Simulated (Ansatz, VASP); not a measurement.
AsI: VASP beside Ansatz

```
CELL_PARAMETERS angstrom
3.67001 0.00000 0.00000
0.00000 3.67001 0.00000
0.00000 0.00000 3.83544
ATOMIC_POSITIONS crystal
As 0.50000 0.50000 0.50000
I 0.00000 0.00000 0.00000
```

Alike in both runs: functional PBE; k mesh 6 × 6 × 4; occupations gaussian, width 0.1 eV; no spin polarisation.

Ansatz relaxed the structure, and its values are those at the end. VASP's run is a single point on that final structure, the one shown.

```csv
,VASP,Ansatz
version,VASP 6.6.1,Ansatz 0.2.0
potentials or method,"VASP PAW PBE potentials, release 64 (As, I), cutoff 520 eV","scalar-relativistic, plane waves, PAW"
valence electrons in the cell,12,32
```

|  | VASP | Ansatz | Ansatz less VASP |
| --- | --- | --- | --- |
| gap on the k mesh at the Fermi level (eV) | none | none | - |
| pressure (GPa) | 0.1 | 0.1 | +0.04 |

A gap of «none» marks a metal or a gap that the smearing closes. With one functional, cell and mesh, what is left measures potentials, basis and numerics. VASP's potentials hold 12 valence electrons a cell and Ansatz's 32, so a difference there can come from the potentials and not from the codes.

The k mesh is coarse, so the values compare programs but aren't converged. Spin-orbit coupling is off throughout.
